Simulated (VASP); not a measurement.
Input of a VASP 6.6.1 run:

File INCAR:

```
  PREC = Accurate
  ENCUT = 520
  EDIFF = 1E-6
  ISMEAR = 0
  SIGMA = 0.05
  LREAL = F
  LASPH = T
  NELM = 100
  ALGO = Normal
  ISIF = 2
  LWAVE = F
  LCHARG = F
  GGA = PE
  NBANDS = 28
```

Contents of KPOINTS:

```
Automatic mesh
0
Gamma
  10 10 8
```

File POSCAR:

```
SnO
1.0
    3.9261933127      0.0000000000      0.0000000000
    0.0000000000      3.9261933127      0.0000000000
    0.0000000000      0.0000000000      5.1432860516
Sn O
2 2
Direct
    0.0000000000      0.5000000000      0.2287361932
    0.5000000000      0.0000000000      0.7712638068
    0.0000000000      0.0000000000      0.0000000000
    0.5000000000      0.5000000000      0.0000000000
```

Potentials or basis: VASP PAW PBE potentials, release 64 (Sn_d, O).

The run is started by

```sh
$ cat potpaw_PBE.64/Sn_d/POTCAR potpaw_PBE.64/O/POTCAR > POTCAR
$ mpirun -np 1 vasp_std > vasp.out
```

(1) Estimate the pressure.

(2) What does it give for the largest force?

(3) Predict the band gap on the k mesh.

## Answers

(1) -3.2 GPa.

(2) 0.479 eV/Å.

(3) 0.64 eV, indirect (least direct gap 1.86 eV).

Caveat: the cell differs from its parent crystal (strain +0.015 along x and y, +0.015 along z); spin-orbit coupling is left out, which moves the levels of the heavy elements.
